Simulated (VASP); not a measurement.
Runs of VASP 6.6.1 on Y. The structure is that of space group Fm-3m (No. 225), or close to it. The cells are those of the table. This isn't the form of Y at room conditions, which is hcp.

```tsv
task	cell	gap on the mesh (eV)	pressure (GPa)
relaxation of cell and atoms	relaxed from a = 3.599 Å, angles 60.0°, 1 atom	none	0.0
relaxation of cell and atoms	relaxed to 15 GPa from a = 3.599 Å, angles 60.0°, 1 atom	none	14.9
single point	a = 3.058 Å, angles 60.0°, 1 atom	none	(a)
single point	a = 3.466 Å, angles 60.0°, 1 atom	none	-0.2
single point	a = 2.950 Å, angles 60.0°, 1 atom	none	44.6
```

Alike in all rows: level LDA; potentials or basis VASP PAW LDA potentials, release 64 (Y_sv); no spin polarisation; k mesh 16 × 16 × 16; cutoff (eV) 500; smearing methfessel-paxton 0.05 eV.

Task: Estimate the missing entries.

Result: (a) 29.7.

Caveats: the cell stands under pressure (at least some runs); the cell is relaxed towards a set pressure, so the run minimises the enthalpy, not the energy (at least some runs).

A k mesh can miss the band edges, and the runs leave out spin-orbit coupling on Y.

A gap of «none» marks levels without a gap at the run's occupations.
